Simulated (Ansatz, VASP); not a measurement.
**Two plane-wave programs on Sn**

```xyz
4
Lattice="5.1463 0.0000 0.0000 -2.5732 4.4568 0.0000 0.0000 0.0000 5.5885" Properties=species:S:1:pos:R:3 pbc="T T T"
Sn    0.0000    0.0000    1.3971
Sn    0.0000    0.0000    4.1914
Sn    0.0000    2.9712    4.1914
Sn    2.5732    1.4856    1.3971
```

Alike in both runs: task relaxation of cell and atoms; functional PBEsol; k mesh 6 × 6 × 4; occupations gaussian, width 0.1 eV; no spin polarisation.

```csv
,VASP,Ansatz
version,VASP 6.6.1,Ansatz 0.2.0
potentials or method,"VASP PAW PBE potentials, release 64 (Sn_d), cutoff 600 eV","scalar-relativistic, plane waves, PAW"
valence electrons in the cell,56,56
```

|  | VASP | Ansatz | Ansatz less VASP |
| --- | --- | --- | --- |
| gap on the k mesh at the Fermi level, each at its own relaxed structure (eV) | none | none | - |
| relaxed volume (Å³/atom) | 32.38 | 32.37 | -0.007 |
| relaxed cell length with the largest relative difference (Å) | 5.892 | 5.869 | -0.0231 |

VASP's potentials were made for PBE, not for PBEsol. A gap of «none» marks a metal or a gap that the smearing closes.
